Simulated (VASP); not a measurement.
Set up this calculation in VASP 6.6.1, as the native input.

| Item | Value |
| --- | --- |
| Task | single point |
| Functional | r2SCAN |
| Potentials or basis | VASP PAW PBE potentials, release 64 (Os) |
| Cutoff | 520 eV |
| k mesh | 18 × 18 × 10 |
| Occupations | gaussian, width 0.1 eV |
| Spin | no spin polarisation |
| Dipole correction | no |
| Further INCAR settings | ALGO = Normal; EDIFF = 1e-07; NBANDS = 15 |

The system is Os.

```
CELL_PARAMETERS angstrom
2.73631 0.00000 0.00000
-1.36815 2.36971 0.00000
0.00000 0.00000 4.32243
ATOMIC_POSITIONS crystal
Os 0.33333 0.66667 0.25000
Os 0.66667 0.33333 0.75000
```

These files were run (other wordings do the same):

POSCAR

```
Os
1.0
    2.7363086563      0.0000000000      0.0000000000
   -1.3681543282      2.3697128090      0.0000000000
    0.0000000000      0.0000000000      4.3224283917
Os
2
Direct
    0.3333333333      0.6666666667      0.2500000000
    0.6666666667      0.3333333333      0.7500000000
```

INCAR.step1

```
PREC = Accurate ; ENCUT = 520
ISMEAR = 0 ; SIGMA = 0.1
LREAL = F ; LASPH = T
NELM = 100 ; NBANDS = 15
GGA = PE ; ALGO = Normal
EDIFF = 1E-4 ; LWAVE = T
LCHARG = F
```

INCAR.step2

```
PREC = Accurate ; ENCUT = 520
EDIFF = 1E-7 ; ISMEAR = 0
SIGMA = 0.1 ; LREAL = F
LASPH = T ; NELM = 100
ALGO = Normal ; ISIF = 2
LWAVE = F ; LCHARG = F
METAGGA = R2SCAN ; LMIXTAU = T
NBANDS = 15 ; ISTART = 1
```

KPOINTS

```
Automatic mesh
0
Gamma
  18 18 10
```

Potentials or basis: VASP PAW PBE potentials, release 64 (Os).

Command:

```bash
$ cat potpaw_PBE.64/Os/POTCAR > POTCAR
$ cp INCAR.step1 INCAR
$ mpirun -np 1 vasp_std > vasp.out
$ cp INCAR.step2 INCAR
$ mpirun -np 1 vasp_std > vasp.out
```

It gave:

The pressure is 1.0 GPa and the band gap on the k mesh is zero (bands 8 and 9 overlap by 4.07 eV).

Caveat: the PAW data sets were made with another functional, which shifts forces and pressure a little; spin-orbit coupling is left out, which moves the levels of the heavy elements.

Run time: 6.9 min on 1 thread of Oxide Virtual Turin-like Processor, on a shared host, peak memory 0.17 GiB.
